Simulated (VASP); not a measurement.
Runs of VASP 6.6.1 on In2BiP. The structure is that of space group P-4m2 (No. 115), or close to it. The cells are those of the table. 

| cell | gap on the mesh (eV) | pressure (GPa) | largest force (eV/Å) |
| --- | --- | --- | --- |
| a = 4.459, b = 4.459, c = 6.367 Å, 4 atoms | none | -0.1 | - |
| a = 4.546, b = 4.546, c = 6.492 Å, 4 atoms | none | -2.5 | 0.04 |
| a = 4.503, b = 4.503, c = 6.431 Å, 4 atoms | none | (a) | 0.02 |
| a = 4.414, b = 4.414, c = 6.303 Å, 4 atoms | none | 1.5 | 0.03 |

Alike in all rows: task single point; level r2SCAN; potentials or basis VASP PAW PBE potentials, release 64 (P, In_d, Bi_d); no spin polarisation; k mesh 6 × 6 × 4; cutoff (eV) 520; smearing fermi-dirac 0.02 eV.

Task: Estimate the missing entries.

Result: (a) -1.4.

Caveats: the PAW data sets were made with another functional, which shifts forces and pressure a little; spin-orbit coupling is left out, which moves the levels of the heavy elements.

A k mesh can miss the band edges, and the runs leave out spin-orbit coupling on Bi, In.

A gap of «none» marks levels without a gap at the run's occupations.
